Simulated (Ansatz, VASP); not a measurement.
# Bi: VASP beside Ansatz

```
Bi
1.0
    -1.95682    1.95682    1.95682
     1.95682   -1.95682    1.95682
     1.95682    1.95682   -1.95682
Bi
1
Direct
  0.00000 0.00000 0.00000
```

Alike in both runs: functional PBEsol; k mesh 16 × 16 × 16; occupations gaussian, width 0.1 eV; no spin polarisation.

Ansatz relaxed the structure, and its values are those at the end. VASP's run is a single point on that final structure, the one shown.

```csv
,VASP,Ansatz
version,VASP 6.6.1,Ansatz 0.2.0
potentials or method,"VASP PAW PBE potentials, release 64 (Bi_d), cutoff 520 eV","scalar-relativistic, plane waves, PAW"
valence electrons in the cell,15,15
```

```csv
,VASP,Ansatz,Ansatz less VASP
gap on the k mesh at the Fermi level (eV),none,none,-
pressure (GPa),-0.1,0.0,+0.07
```

VASP's potentials were made for PBE, not for PBEsol. A gap of «none» marks a metal or a gap that the smearing closes.

Spin-orbit coupling is off throughout.
